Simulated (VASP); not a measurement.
# BiTe (Fm-3m) in VASP: notebook, part 2 of 2

VASP 6.6.1. The steps go on from the part before.

## 3. Single point, r2SCAN

This run uses another cell than the first one, of 28.79 Å³/atom.

Contents of POSCAR:

```
BiTe
1.0
    0.0000000000      3.0649508573      3.0649508573
    3.0649508573      0.0000000000      3.0649508573
    3.0649508573      3.0649508573      0.0000000000
Bi Te
1 1
Direct
    0.0000000000      0.0000000000      0.0000000000
    0.5000000000      0.5000000000      0.5000000000
```

Contents of INCAR.step1:

```
SYSTEM = BiTe
PREC     = Accurate       ! precision mode
ENCUT    = 520            ! plane-wave cutoff, eV
ISMEAR   = 0              ! smearing method
SIGMA    = 0.1            ! smearing width, eV
LREAL    = .FALSE.        ! projectors in reciprocal space
LASPH    = .TRUE.         ! aspherical terms in the spheres
NELM     = 60             ! most SCF steps
NBANDS   = 18             ! bands
GGA      = PE             ! functional
ALGO     = Normal         ! electronic algorithm
EDIFF    = 1E-4           ! SCF threshold, eV
LWAVE    = .TRUE.         ! write WAVECAR
LCHARG   = .FALSE.        ! write CHGCAR
```

Contents of INCAR.step2:

```
SYSTEM = BiTe
PREC     = Accurate       ! precision mode
ENCUT    = 520            ! plane-wave cutoff, eV
EDIFF    = 1E-6           ! SCF threshold, eV
ISMEAR   = 0              ! smearing method
SIGMA    = 0.1            ! smearing width, eV
LREAL    = .FALSE.        ! projectors in reciprocal space
LASPH    = .TRUE.         ! aspherical terms in the spheres
NELM     = 60             ! most SCF steps
ALGO     = Normal         ! electronic algorithm
ISIF     = 2              ! what is computed and relaxed
LWAVE    = .FALSE.        ! write WAVECAR
LCHARG   = .FALSE.        ! write CHGCAR
METAGGA  = R2SCAN         ! meta-GGA
LMIXTAU  = .TRUE.       
NBANDS   = 18             ! bands
ISTART   = 1
```

Contents of KPOINTS:

```
regular mesh
0
G
  12 12 12
  0 0 0
```

Potentials or basis: VASP PAW PBE potentials, release 64 (Bi_d, Te).

Command:

```sh
$ cat potpaw_PBE.64/Bi_d/POTCAR potpaw_PBE.64/Te/POTCAR > POTCAR
$ cp INCAR.step1 INCAR
$ mpirun -np 1 vasp_std > vasp.out
$ cp INCAR.step2 INCAR
$ mpirun -np 1 vasp_std > vasp.out
```

OUTCAR:

```text
SYSTEM = BiTe
   PREC = Accurate
   ENCUT = 520
   EDIFF = 1E-6
   ISMEAR = 0
   LREAL = .FALSE.
   LASPH = .TRUE.
   NELM = 60
   ISIF = 2
   METAGGA = R2SCAN
   ISTART = 1

 ion  position               nearest neighbor table
   1  0.000  0.000  0.000-   2 3.06   2 3.06   2 3.06   2 3.06   2 3.06   2 3.06
   2  0.500  0.500  0.500-   1 3.06   1 3.06   1 3.06   1 3.06   1 3.06   1 3.06

  LATTYP: Found a face centered cubic cell.
 ALAT       =     6.1299017146

  Lattice vectors:

 A1 = (   0.0000000000,   3.0649508573,   3.0649508573)
 A2 = (   3.0649508573,   0.0000000000,   3.0649508573)
 A3 = (   3.0649508573,   3.0649508573,   0.0000000000)

Analysis of symmetry for initial positions (statically):
=====================================================================
 Subroutine PRICEL returns:
 Original cell was already a primitive cell.

 Routine SETGRP: Setting up the symmetry group for a
 face centered cubic supercell.

 Subroutine GETGRP returns: Found 48 space group operations
 (whereof 48 operations were pure point group operations)
 out of a pool of 48 trial point group operations.

The static configuration has the point symmetry O_h .

Analysis of symmetry for dynamics (positions and initial velocities):
=====================================================================
 Subroutine PRICEL returns:
 Original cell was already a primitive cell.

 Routine SETGRP: Setting up the symmetry group for a
 face centered cubic supercell.

 Subroutine GETGRP returns: Found 48 space group operations
 (whereof 48 operations were pure point group operations)
 out of a pool of 48 trial point group operations.

The dynamic configuration has the point symmetry O_h .

 Subroutine INISYM returns: Found 48 space group operations
 (whereof 48 operations are pure point group operations),
 and found     1 'primitive' translations

----------------------------------------------------------------------------------------

                                     Primitive cell
[... 110 lines left out ...]
     AMIX     =   0.40;   BMIX     =  1.00
     AMIX_MAG =   1.60;   BMIX_MAG =  1.00
  volume/ion in A,a.u.               =      28.79       194.30
  Fermi-wavevector in a.u.,A,eV,Ry     =   1.169628  2.210276 18.613173  1.368030
  Thomas-Fermi vector in A             =   2.306098
   LORBIT       =      0    0 simple, 1 ext, 2 COOP (PROOUT), +10 PAW based schemes
   METAGGA = R2SCAN    functional components
   LHFCALC =     F    Hartree Fock is set to
   AEXX    =    0.0000 exact exchange contribution
   IVDW    =     0    specifies the selected vdW correction
   LEPSILON=     F    determine dielectric tensor
   LRPA    =     F    only Hartree local field effects (RPA)
 non-spin polarized calculation
 Gauss-broadening in eV      SIGMA  =   0.10
  energy-cutoff  :      520.00
  volume of cell :       57.58
 maximum number of plane-waves:      1572
   NGX = 17   NGY = 17   NGZ = 17

 number of electron      20.9999994 magnetization

 Free energy of the ion-electron system (eV)
  ---------------------------------------------------
  ext. energy  EPLUGINS =         0.00000000
  ---------------------------------------------------
  free energy    TOTEN  =       -83.70768590 eV

  energy without entropy =      -83.70247007  energy(sigma->0) =      -83.70507799

 E-fermi :   8.7768     XC(G=0): -10.8013

 val. band max:        8.7235253569   @ k =  -0.4167   0.2500   0.0833
 cond. band min:       8.7811950718   @ k =  -0.1667   0.2500   0.0833
 fundamental gap:      0.0576697149
 Fermi energy:         8.7767583963

 k-point     1 :       0.0000    0.0000    0.0000
  band No.  band energies     occupation
      1     -15.2836      2.00000
      2     -15.2836      2.00000
      3     -15.2644      2.00000
      4     -15.2644      2.00000
      5     -15.2644      2.00000
      6      -6.7208      2.00000
[... 481 lines left out ...]
      5     -15.2494      2.00000
      6      -4.0841      2.00000
[... 10 lines left out ...]
     17      19.4186      0.00000
     18      20.5285      0.00000

 [... further k-points ...]

------------------------ aborting loop because EDIFF is reached ----------------------------------------

  FORCE on cell =-STRESS in cart. coord.  units (eV):
  Direction    XX          YY          ZZ          XY          YZ          ZX
  --------------------------------------------------------------------------------------
  -------------------------------------------------------------------------------------
  Total        4.2945214      4.2945214      4.2945214      0.0000000     -0.0000000      0.0000000
  in kB      119.4881433    119.4881433    119.4881433      0.0000000     -0.0000000      0.0000000
  external PRESSURE =     119.4881433 kB  Pullay stress =       0.0000000 kB

 VOLUME and BASIS-vectors are now :
 -----------------------------------------------------------------------------
  energy-cutoff  :      520.00
  volume of cell :       57.58
      direct lattice vectors                 reciprocal lattice vectors
     0.000000000  3.064950857  3.064950857    -0.163134753  0.163134753  0.163134753
     3.064950857  0.000000000  3.064950857     0.163134753 -0.163134753  0.163134753
     3.064950857  3.064950857  0.000000000     0.163134753  0.163134753 -0.163134753

 POSITION                                       TOTAL-FORCE (eV/Angst)
 -----------------------------------------------------------------------------------
      0.00000      0.00000      0.00000         0.000000     -0.000000     -0.000000
      3.06495      3.06495      3.06495         0.000000      0.000000      0.000000
 -----------------------------------------------------------------------------------
    total drift:                                0.000000     -0.000000     -0.000000

  FREE ENERGIE OF THE ION-ELECTRON SYSTEM (eV)
  ---------------------------------------------------
  free  energy   TOTEN  =       -83.7076859001 eV

  energy  without entropy=      -83.7024700745  energy(sigma->0) =      -83.70507799
```

OUTCAR.step1:

```text
SYSTEM = BiTe
   PREC = Accurate
   ENCUT = 520
   ISMEAR = 0
   LREAL = .FALSE.
   LASPH = .TRUE.
[... 725 lines left out ...]
      0.00000      0.00000      0.00000         0.000000      0.000000      0.000000
      3.06495      3.06495      3.06495         0.000000     -0.000000     -0.000000
 -----------------------------------------------------------------------------------
    total drift:                                0.000000     -0.000000     -0.000000

  FREE ENERGIE OF THE ION-ELECTRON SYSTEM (eV)
  ---------------------------------------------------
  free  energy   TOTEN  =        -6.8115217191 eV

  energy  without entropy=       -6.8059771010  energy(sigma->0) =       -6.80874941
```

It took 2.7 min on 1 thread of Intel Xeon Platinum 8259CL at 2.50GHz (Skylake/Cascade Lake), shared host; peak memory 0.23 GiB.

What came out:

```yaml
Free_energy: -83.7077 eV
Pressure: 11.9 GPa
Band_gap_on_the_k_mesh: zero (an odd number of electrons rules out a gap without spin polarisation)
```

Levels at points of the mesh, in eV from the Fermi level:
```
           k point  band 8  band 9  band 10  band 11  band 12  band 13
(0.00, 0.00, 0.00)   -3.32   -3.32    -3.32     2.57     2.57     2.57
(0.50, 0.00, 0.00)   -2.50   -2.50    -1.53    -1.02    -1.02    -0.76
(0.50, 0.50, 0.00)   -7.23   -5.19    -5.19     1.84     4.59     4.59
```

Caveat: the cell stands under pressure; the PAW data sets were made with another functional, which shifts forces and pressure a little; spin-orbit coupling is left out, which moves the levels of the heavy elements.
